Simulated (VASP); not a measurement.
The system is HfSiO4.

```
Hf Si O
1.0
     0.00000    3.56545    4.23335
     2.66200    0.00000    4.23335
     2.66200    3.56545    0.00000
Hf Si O
1 1 4
Direct
  0.25000 0.25000 0.25000
  0.50000 0.50000 0.50000
  0.24713 0.75287 0.75287
  0.75287 0.24713 0.24713
  0.20979 0.20979 0.79021
  0.79021 0.79021 0.20979
```

* Program: VASP 6.6.1
* Task: relaxation of cell and atoms
* Functional: PBE
* Potentials or basis: VASP PAW PBE potentials, release 64 (Hf_pv, Si, O)
* Cutoff: 600 eV
* k mesh: 4 × 4 × 4
* Occupations: gaussian, width 0.1 eV
* Spin: no spin polarisation

At the start: pressure 25.6 GPa; volume 13.39 Å³/atom.

Problem. How do energy, volume and symmetry change on relaxing?

Solution. Over 25 steps the energy falls by 1865.7 meV/atom and the volume is 11.55 Å³/atom (-13.7 %); space group F222 (No. 22, to 0.05 Å).

Step by step:
| step | energy change (eV) | largest force (eV/Å) | pressure (GPa) | volume (Å³) |
| --- | --- | --- | --- | --- |
| 1 | 0.0000 | 15.7420 | 25.61 | 80.36 |
| 2 | 2.8185 | 4.1154 | -27.05 | 100.01 |
| 3 | 2.5381 | 4.1202 | -26.72 | 98.43 |
| 4 | 2.0918 | 4.1001 | -25.96 | 96.75 |
| 5 | -0.7764 | 5.6451 | -23.51 | 89.37 |
| 6 | -2.6292 | 6.0565 | -17.88 | 85.06 |
| 7 | -3.0896 | 4.9341 | -10.28 | 82.76 |
| 8 | -7.7376 | 3.2895 | -7.68 | 76.33 |
| 9 | -8.5150 | 2.9191 | -1.44 | 73.03 |
| 10 | -7.3557 | 4.3088 | 22.81 | 65.26 |
| 11 | -8.6144 | 3.1642 | 4.62 | 70.61 |
| 12 | -10.4621 | 2.0903 | 1.16 | 72.34 |
| 13 | -10.6296 | 3.5006 | 3.37 | 72.95 |
| 14 | -10.5289 | 3.6004 | -6.26 | 75.86 |
| 15 | -10.9745 | 1.4022 | -4.72 | 74.42 |
| 16 | -11.1400 | 0.2742 | -4.29 | 71.81 |
| 17 | -11.1513 | 0.5403 | -3.91 | 70.97 |
| 18 | -11.1773 | 0.3860 | 3.37 | 68.35 |
| 19 | -11.1837 | 0.2245 | 0.97 | 69.14 |
| 20 | -11.1911 | 0.0812 | 0.16 | 69.17 |
| 21 | -11.1911 | 0.0818 | 0.15 | 69.17 |
| 22 | -11.1919 | 0.0592 | -0.03 | 69.23 |
| 23 | -11.1929 | 0.0936 | -0.65 | 69.44 |
| 24 | -11.1932 | 0.0702 | -0.50 | 69.41 |
| 25 | -11.1939 | 0.0083 | -0.09 | 69.33 |

Final structure:
```cif
data_structure
_symmetry_space_group_name_H-M 'P 1'
_symmetry_Int_Tables_number 1
_cell_length_a 4.8750
_cell_length_b 5.2549
_cell_length_c 4.1484
_cell_angle_alpha 61.119
_cell_angle_beta 70.711
_cell_angle_gamma 48.169
_cell_volume 69.33
loop_
_atom_site_label
_atom_site_type_symbol
_atom_site_fract_x
_atom_site_fract_y
_atom_site_fract_z
_atom_site_occupancy
Hf1 Hf 0.25000 0.25000 0.25000 1
Si1 Si 0.50000 0.50000 0.50000 1
O1 O 0.24333 0.75667 0.75667 1
O2 O 0.75667 0.24333 0.24333 1
O3 O 0.29331 0.29331 0.70669 1
O4 O 0.70669 0.70669 0.29331 1
```
